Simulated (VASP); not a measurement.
# WC (Qusongite) (P-6m2) in VASP: a series of runs

WC (Qusongite) is run at these levels: PBEsol+U, PBEsol; tasks: density of states, vibrations by perturbation theory.

All numbers are computed with VASP 6.6.1; they aren't measurements. Logs are shortened: lines on timing, memory, paths and dates and some standing lists are left out, and cuts for length are marked.

## 1. The cell of the first run

It takes space group P-6m2 (No. 187, hexagonal). Conventional cell: a = 2.907 Å, b = 2.907 Å, c = 2.837 Å, α = 90.00°, β = 90.00°, γ = 120.00°. W (site symmetry -6m2) has 6 C at 2.20 Å and 2 W at 2.84 Å within 2.9 Å. Within 2.9 Å of C (site symmetry -6m2) lie 6 W at 2.20 Å and 2 C at 2.84 Å.

## 2. Density of states, PBEsol+U

POSCAR reads:

```
WC
1.0
    2.9065000000      0.0000000000      0.0000000000
   -1.4532500000      2.5171028361      0.0000000000
    0.0000000000      0.0000000000      2.8366000000
W C
1 1
Direct
    0.0000000000      0.0000000000      0.0000000000
    0.6666666667      0.3333333333      0.5000000000
```

INCAR.step1 reads:

```
PREC = Accurate
ENCUT = 520
EDIFF = 1E-6
ISMEAR = -1
SIGMA = 0.05
LREAL = F
LASPH = T
NELM = 150
ALGO = Normal
ISIF = 2
LWAVE = F
LCHARG = T
LMAXMIX = 4
LDAU = T
LDAUTYPE = 2
LDAUL = 2 -1
LDAUU = 8 0
LDAUJ = 0 0
LDAUPRINT = 1
GGA = PS
NBANDS = 16
```

KPOINTS.step1 reads:

```
Automatic mesh
0
Gamma
  10 10 9
```

INCAR.step2 reads:

```
PREC = Accurate
ENCUT = 520
EDIFF = 1E-6
ISMEAR = -5
SIGMA = 0.05
LREAL = F
LASPH = T
NELM = 150
ALGO = Normal
ISIF = 2
LWAVE = F
LCHARG = F
LMAXMIX = 4
LDAU = T
LDAUTYPE = 2
LDAUL = 2 -1
LDAUU = 8 0
LDAUJ = 0 0
LDAUPRINT = 1
GGA = PS
LORBIT = 11
NEDOS = 1001
ICHARG = 11
```

KPOINTS.step2 reads:

```
Automatic mesh
0
Gamma
  15 15 14
```

Potentials or basis: VASP PAW PBE potentials, release 64 (W_sv, C).

Started as:

```bash
$ cat potpaw_PBE.64/W_sv/POTCAR potpaw_PBE.64/C/POTCAR > POTCAR
$ cp INCAR.step1 INCAR
$ cp KPOINTS.step1 KPOINTS
$ mpirun -np 1 vasp_std > vasp.out
$ cp INCAR.step2 INCAR
$ cp KPOINTS.step2 KPOINTS
$ mpirun -np 1 vasp_std > vasp.out
```

OUTCAR:

```text
PREC = Accurate
   ENCUT = 520
   EDIFF = 1E-6
   ISMEAR = -5
   LREAL = F
   LASPH = T
   NELM = 150
   ISIF = 2
   GGA = PS
   LORBIT = 11
   ICHARG = 11

 ion  position               nearest neighbor table
   1  0.000  0.000  0.000-   2 2.20   2 2.20   2 2.20   2 2.20   2 2.20   2 2.20
   2  0.667  0.333  0.500-   1 2.20   1 2.20   1 2.20   1 2.20   1 2.20   1 2.20

  LATTYP: Found a hexagonal cell.
 ALAT       =     2.9065000000
 C/A-ratio  =     0.9759504559

  Lattice vectors:

 A1 = (   2.9065000000,   0.0000000000,   0.0000000000)
 A2 = (  -1.4532500000,   2.5171028361,   0.0000000000)
 A3 = (   0.0000000000,   0.0000000000,   2.8366000000)

Analysis of symmetry for initial positions (statically):
=====================================================================
 Subroutine PRICEL returns:
 Original cell was already a primitive cell.

 Routine SETGRP: Setting up the symmetry group for a
 hexagonal supercell.

 Subroutine GETGRP returns: Found 12 space group operations
 (whereof 12 operations were pure point group operations)
 out of a pool of 24 trial point group operations.

The static configuration has the point symmetry D_3h.

Analysis of symmetry for dynamics (positions and initial velocities):
=====================================================================
 Subroutine PRICEL returns:
 Original cell was already a primitive cell.

 Routine SETGRP: Setting up the symmetry group for a
 hexagonal supercell.

 Subroutine GETGRP returns: Found 12 space group operations
 (whereof 12 operations were pure point group operations)
 out of a pool of 24 trial point group operations.

The dynamic configuration has the point symmetry D_3h.

 Subroutine INISYM returns: Found 12 space group operations
 (whereof 12 operations are pure point group operations),
 and found     1 'primitive' translations

----------------------------------------------------------------------------------------

                                     Primitive cell

  volume of cell :      20.7525

  direct lattice vectors                    reciprocal lattice vectors
     2.906500000  0.000000000  0.000000000     0.344056425  0.198641070  0.000000000
    -1.453250000  2.517102836  0.000000000     0.000000000  0.397282139  0.000000000
     0.000000000  0.000000000  2.836600000     0.000000000  0.000000000  0.352534725

  length of vectors
     2.906500000  2.906500000  2.836600000     0.397282139  0.397282139  0.352534725

  position of ions in fractional coordinates (direct lattice)
     0.000000000  0.000000000  0.000000000
     0.666666667  0.333333333  0.500000000

  ion indices of the primitive-cell ions
   primitive index   ion index
                 1           1
                 2           2

----------------------------------------------------------------------------------------

 KPOINTS: Automatic mesh

Automatic generation of k-mesh.
 Grid dimensions read from file:
 generate k-points for:   15   15   14

 Generating k-lattice:

  Cartesian coordinates                     Fractional coordinates (reciprocal lattice)
     0.022937095  0.013242738  0.000000000     0.066666667  0.000000000  0.000000000
     0.000000000  0.026485476  0.000000000     0.000000000  0.066666667  0.000000000
     0.000000000  0.000000000  0.025181052     0.000000000  0.000000000  0.071428571

  Length of vectors
     0.026485476  0.026485476  0.025181052

  Shift w.r.t. Gamma in fractional coordinates (k-lattice)
     0.000000000  0.000000000  0.000000000

 TETIRR: Found   3206 inequivalent tetrahedra from    18900

 Subroutine IBZKPT returns following result:
 ===========================================

 Found    216 irreducible k-points:

 Following reciprocal coordinates:
            Coordinates               Weight
  0.000000  0.000000  0.000000      1.000000
  0.066667  0.000000  0.000000      6.000000
  0.133333  0.000000  0.000000      6.000000
  0.200000  0.000000  0.000000      6.000000
  0.266667  0.000000  0.000000      6.000000
  0.333333  0.000000  0.000000      6.000000
[... 16 lines left out ...]
  0.333333  0.200000  0.000000     12.000000
  0.400000  0.200000  0.000000      6.000000
 [... further k-points ...]
   k-points           NKPTS =    216   k-points in BZ     NKDIM =    216   number of bands    NBANDS=     13
   number of dos      NEDOS =   1001   number of ions     NIONS =      2
   total plane-waves  NPLWV =  13824
   dimension x,y,z NGX =    24 NGY =   24 NGZ =   24
   dimension x,y,z NGXF=    48 NGYF=   48 NGZF=   48
   ions per type =               1   1
   NGX,Y,Z   is equivalent  to a cutoff of  13.73, 13.73, 14.07 a.u.
   NGXF,Y,Z  is equivalent  to a cutoff of  27.46, 27.46, 28.13 a.u.
 SYSTEM =  unknown system
   PREC   = accura    normal or accurate (medium, high low for compatibility)
   ISTART =      0    job   : 0-new  1-cont  2-samecut
   ICHARG =     11    charge: 1-file 2-atom 10-const
   ISPIN  =      1    spin polarized calculation?
   LNONCOLLINEAR =      F non collinear calculations
   LSORBIT =      F    spin-orbit coupling
   LASPH  =      T    aspherical Exc in radial PAW
   ENCUT  =  520.0 eV  38.22 Ry    6.18 a.u.   5.40  5.40  5.27*2*pi/ulx,y,z
   NELM   =    150;   NELMIN=  2; NELMDL=  0     # of ELM steps
   EDIFF  = 0.1E-05   stopping-criterion for ELM
   LREAL  =      F    real-space projection
   EDIFFG = 0.1E-04   stopping-criterion for IOM
   NSW    =      0    number of steps for IOM
   IBRION =     -1    ionic relax: 0-MD 1-quasi-New 2-CG
   NFREE  =      0    steps in history (QN), initial steepest desc. (CG)
   ISIF   =      2    stress and relaxation
   ISYM   =      2    0-nonsym 1-usesym 2-fastsym
   POTIM  = 0.5000    time-step for ionic-motion
   TEBEG  =    0.0;   TEEND  =   0.0 temperature during run
   PSTRESS=    0.0 pullay stress
   NELECT =      18.0000    total number of electrons
   NUPDOWN=      -1.0000    fix difference up-down
   EMIN   =  10.00;   EMAX   =-10.00  energy-range for DOS
   EFERMI =   0.00;   METHOD = LEGACY
   ISMEAR =    -5;   SIGMA  =   0.05  broadening in eV -4-tet -1-fermi 0-gaus
   EFERMI_NEDOS =   21; number of points for ismear=-14 and -15
   IALGO  =     38    algorithm
   IMIX   =      4    mixing-type and parameters
     AMIX     =   0.40;   BMIX     =  1.00
     AMIX_MAG =   1.60;   BMIX_MAG =  1.00
  volume/ion in A,a.u.               =      10.38        70.02
  Fermi-wavevector in a.u.,A,eV,Ry     =   1.561262  2.950358 33.164744  2.437540
  Thomas-Fermi vector in A             =   2.664353
   LORBIT       =     11    0 simple, 1 ext, 2 COOP (PROOUT), +10 PAW based schemes
 LDA+U is selected, type is set to LDAUTYPE =  2
   angular momentum for each species LDAUL =     2   -1
   U (eV)           for each species LDAUU =   8.0  0.0
   J (eV)           for each species LDAUJ =   0.0  0.0
   GGA     = PS    functional components
   LHFCALC =     F    Hartree Fock is set to
   AEXX    =    0.0000 exact exchange contribution
   IVDW    =     0    specifies the selected vdW correction
   LEPSILON=     F    determine dielectric tensor
   LRPA    =     F    only Hartree local field effects (RPA)
 non-spin polarized calculation
 Fermi weights with tetrahedron method with Bloechl corrections
  energy-cutoff  :      520.00
  volume of cell :       20.75
 maximum number of plane-waves:       580
 NGX is ok and might be reduce to    24

atom =   1  type =  1  l = 2

 onsite density matrix

spin component  1

  0.3302 -0.0000 -0.0000 -0.0000 -0.0000
 -0.0000  0.3028  0.0000  0.0000  0.0000
 -0.0000  0.0000  0.3595  0.0000  0.0000
 -0.0000  0.0000  0.0000  0.3028  0.0000
 -0.0000  0.0000  0.0000  0.0000  0.3302

spin component  2

  0.3302 -0.0000 -0.0000 -0.0000 -0.0000
 -0.0000  0.3028  0.0000  0.0000  0.0000
 -0.0000  0.0000  0.3595  0.0000  0.0000
 -0.0000  0.0000  0.0000  0.3028  0.0000
 -0.0000  0.0000  0.0000  0.0000  0.3302

 occupancies and eigenvectors

  o =  0.3028  v =  0.0000  0.0001 -0.0000  1.0000  0.0000  0.0000  0.0000  0.0000  0.0000  0.0000      0.0000  0.0000  0.0000  0.0000  0.0000  0.0000  0.0000  0.0000  0.0000  0.0000
  o =  0.3028  v =  0.0000  0.0000  0.0000  0.0000  0.0000  0.0000  0.0001 -0.0000  1.0000  0.0000      0.0000  0.0000  0.0000  0.0000  0.0000  0.0000  0.0000  0.0000  0.0000  0.0000
  o =  0.3028  v =  0.0000  1.0000  0.0000 -0.0001 -0.0000  0.0000  0.0000  0.0000  0.0000  0.0000      0.0000  0.0000  0.0000  0.0000  0.0000  0.0000  0.0000  0.0000  0.0000  0.0000
  o =  0.3028  v =  0.0000  0.0000  0.0000  0.0000  0.0000  0.0000  1.0000  0.0000 -0.0001 -0.0000      0.0000  0.0000  0.0000  0.0000  0.0000  0.0000  0.0000  0.0000  0.0000  0.0000
  o =  0.3302  v =  0.0000  0.0000 -0.0000 -0.0000  1.0000  0.0000  0.0000  0.0000  0.0000  0.0000      0.0000  0.0000  0.0000  0.0000  0.0000  0.0000  0.0000  0.0000  0.0000  0.0000
  o =  0.3302  v =  0.0000  0.0000  0.0000  0.0000  0.0000  0.0000  0.0000 -0.0000 -0.0000  1.0000      0.0000  0.0000  0.0000  0.0000  0.0000  0.0000  0.0000  0.0000  0.0000  0.0000
  o =  0.3302  v =  0.0000  0.0000  0.0000  0.0000  0.0000  1.0000  0.0000  0.0000  0.0000  0.0000      0.0000  0.0000  0.0000  0.0000  0.0000  0.0000  0.0000  0.0000  0.0000  0.0000
  o =  0.3302  v =  1.0000  0.0000  0.0000  0.0000  0.0000  0.0000  0.0000  0.0000  0.0000  0.0000      0.0000  0.0000  0.0000  0.0000  0.0000  0.0000  0.0000  0.0000  0.0000  0.0000
  o =  0.3595  v =  0.0000  0.0000 -1.0000 -0.0000 -0.0000  0.0000  0.0000  0.0000  0.0000  0.0000      0.0000  0.0000  0.0000  0.0000  0.0000  0.0000  0.0000  0.0000  0.0000  0.0000
  o =  0.3595  v =  0.0000  0.0000  0.0000  0.0000  0.0000  0.0000  0.0000 -1.0000 -0.0000 -0.0000      0.0000  0.0000  0.0000  0.0000  0.0000  0.0000  0.0000  0.0000  0.0000  0.0000

 number of electron      18.0000000 magnetization

 Free energy of the ion-electron system (eV)
  ---------------------------------------------------
  ext. energy  EPLUGINS =         0.00000000
  ---------------------------------------------------
  free energy    TOTEN  =       -14.97664596 eV

  energy without entropy =      -14.97664596  energy(sigma->0) =      -14.97664596

 E-fermi :  11.6099     XC(G=0): -13.9469

 val. band max:       11.5993044169   @ k =   0.0000   0.0000   0.3571
 cond. band min:      11.5993073706   @ k =   0.0000   0.0000   0.3571
 fundamental gap:      0.0000029537
 Fermi energy:        11.6098660112

 k-point     1 :       0.0000    0.0000    0.0000
  band No.  band energies     occupation
      1     -63.5840      2.00000
      2     -27.5141      2.00000
      3     -27.4137      2.00000
      4     -27.4137      2.00000
      5      -3.3034      2.00000
      6       7.2163      2.00000
      7       8.3212      2.00000
      8       8.3212      2.00000
      9      11.3632      2.00000
     10      15.2925      0.00000
     11      15.2925      0.00000
     12      17.1383      0.00000
     13      17.1383      0.00000

 k-point     2 :       0.0667    0.0000    0.0000
  band No.  band energies     occupation
      1     -63.5816      2.00000
      2     -27.5095      2.00000
      3     -27.4498      2.00000
      4     -27.4219      2.00000
      5      -3.1836      2.00000
      6       7.2601      2.00000
      7       8.1288      2.00000
      8       8.4223      2.00000
      9      11.0898      2.00000
     10      15.2481      0.00000
     11      15.6076      0.00000
     12      16.8817      0.00000
     13      17.0571      0.00000
[... 321 lines left out ...]
 k-point    23 :       0.3333    0.2000    0.0000
  band No.  band energies     occupation
      1     -63.5243      2.00000
      2     -28.0994      2.00000
      3     -27.7570      2.00000
      4     -27.4019      2.00000
      5       0.5273      2.00000
      6       4.5348      2.00000
      7       7.4202      2.00000
      8       8.2806      2.00000
      9      11.3114      1.99474
     10      13.1411      0.00000
     11      14.2308      0.00000
     12      16.1503      0.00000
     13      20.1212      0.00000

 k-point    24 :       0.4000    0.2000    0.0000
  band No.  band energies     occupation
      1     -63.5223      2.00000
      2     -28.1145      2.00000
      3     -27.7753      2.00000
      4     -27.3981      2.00000
      5       0.7423      2.00000
      6       4.4323      2.00000
      7       7.2514      2.00000
      8       8.2302      2.00000
      9      11.5236      1.76323
     10      13.0440      0.00000
     11      14.4883      0.00000
     12      15.6887      0.00000
     13      20.2407      0.00000

 [... further k-points ...]
[... 5 lines left out ...]
  --------------------------------------------------------------------------------------
  -------------------------------------------------------------------------------------
  Total        2.1513537      2.1513537      2.2322197      0.0000000     -0.0000000     -0.0000000
  in kB      166.0936449    166.0936449    172.3368397      0.0000000     -0.0000000     -0.0000000
  external PRESSURE =     168.1747098 kB  Pullay stress =       0.0000000 kB

 VOLUME and BASIS-vectors are now :
 -----------------------------------------------------------------------------
  energy-cutoff  :      520.00
  volume of cell :       20.75
      direct lattice vectors                 reciprocal lattice vectors
     2.906500000  0.000000000  0.000000000     0.344056425  0.198641070  0.000000000
    -1.453250000  2.517102836  0.000000000     0.000000000  0.397282139  0.000000000
     0.000000000  0.000000000  2.836600000     0.000000000  0.000000000  0.352534725

 POSITION                                       TOTAL-FORCE (eV/Angst)
 -----------------------------------------------------------------------------------
      0.00000      0.00000      0.00000        -0.000000      0.000000      0.000000
      1.45325      0.83903      1.41830         0.000000      0.000000      0.000000
 -----------------------------------------------------------------------------------
    total drift:                               -0.000004      0.000002     -0.000000

  FREE ENERGIE OF THE ION-ELECTRON SYSTEM (eV)
  ---------------------------------------------------
  free  energy   TOTEN  =       -14.9766459605 eV

  energy  without entropy=      -14.9766459605  energy(sigma->0) =      -14.97664596

 total charge

# of ion       s       p       d       tot
------------------------------------------
    1        2.375   6.465   3.193  12.033
    2        0.849   1.608   0.000   2.457
--------------------------------------------------
tot          3.224   8.073   3.193  14.491
```

It took 34 s on 1 thread of AMD EPYC 9R45 (Zen 5), shared host; peak memory 0.15 GiB.

The run converged, but its numbers aren't listed here, since they failed a check.

Caveat: the PAW data sets were made with another functional, which shifts forces and pressure a little; spin-orbit coupling is left out, which moves the levels of the heavy elements; U without spin polarisation on a metal has little footing; the U is typed as a test and isn't derived for this compound; tetrahedron occupations give inexact forces and stress in metals.

(Continued in part 2 of 2.)
